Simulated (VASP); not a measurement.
Set up this calculation in VASP 6.6.1, as the native input.

| Item | Value |
| --- | --- |
| Task | density of states |
| Functional | PBE |
| Potentials or basis | VASP PAW PBE potentials, release 64 (Ho, Ta_pv, Ge_d) |
| Cutoff | 520 eV |
| k mesh | 8 × 8 × 8 |
| Occupations | gaussian, width 0.1 eV |
| Spin | no spin polarisation |
| Dipole correction | no |
| k mesh for the DOS | 12 × 12 × 12 |
| Occupations for the DOS | tetrahedron |
| Further INCAR settings | ALGO = Normal; EDIFF = 1e-06; NBANDS = 45 |

HoTaGe3:

```
Ho Ta Ge
1.0
     4.85105    0.00000    0.00000
     0.00000    4.85105    0.00000
     0.00000    0.00000    5.10868
Ho Ta Ge
1 1 3
Direct
  0.00000 0.00000 0.84792
  0.50000 0.50000 0.58026
  0.50000 0.50000 0.06448
  0.50000 0.00000 0.46266
  0.00000 0.50000 0.46266
```

One way to write it, as run:

POSCAR

```
HoTaGe3
1.0
    4.8510528019      0.0000000000      0.0000000000
    0.0000000000      4.8510528019      0.0000000000
    0.0000000000      0.0000000000      5.1086822365
Ho Ta Ge
1 1 3
Direct
    0.0000000000      0.0000000000      0.8479159760
    0.5000000000      0.5000000000      0.5802601561
    0.5000000000      0.5000000000      0.0644784519
    0.5000000000      0.0000000000      0.4626576480
    0.0000000000      0.5000000000      0.4626576480
```

INCAR.step1

```
  PREC = Accurate
  ENCUT = 520
  EDIFF = 1E-6
  ISMEAR = 0
  SIGMA = 0.1
  LREAL = F
  LASPH = T
  NELM = 80
  ALGO = Normal
  ISIF = 2
  LWAVE = F
  LCHARG = T
  LMAXMIX = 6
  GGA = PE
  NBANDS = 45
```

KPOINTS.step1

```
regular mesh
0
Gamma
  8 8 8
```

INCAR.step2

```
  PREC = Accurate
  ENCUT = 520
  EDIFF = 1E-6
  ISMEAR = -5
  SIGMA = 0.1
  LREAL = F
  LASPH = T
  NELM = 80
  ALGO = Normal
  ISIF = 2
  LWAVE = F
  LCHARG = F
  LMAXMIX = 6
  GGA = PE
  LORBIT = 11
  NBANDS = 45
  NEDOS = 2001
  ICHARG = 11
```

KPOINTS.step2

```
regular mesh
0
Gamma
  12 12 12
```

Potentials or basis: VASP PAW PBE potentials, release 64 (Ho, Ta_pv, Ge_d).

Launch:

```sh
$ cat potpaw_PBE.64/Ho/POTCAR potpaw_PBE.64/Ta_pv/POTCAR potpaw_PBE.64/Ge_d/POTCAR > POTCAR
$ cp INCAR.step1 INCAR
$ cp KPOINTS.step1 KPOINTS
$ mpirun -np 1 vasp_std > vasp.out
$ cp INCAR.step2 INCAR
$ cp KPOINTS.step2 KPOINTS
$ mpirun -np 1 vasp_std > vasp.out
```

Results of the run:

```json
{"Valence electrons inside the program's atomic spheres": "Ho 18.69; Ta 9.01; Ge 12.30, 12.37"}
```

Caveat: spin-orbit coupling is left out, which moves the levels of the heavy elements; without U or exact exchange the open f shell lies at the Fermi level, which spoils levels, moments and volumes.

It took 28 min on 1 thread of AMD EPYC 9R45 (Zen 5), on a shared host, peak memory 0.98 GiB.
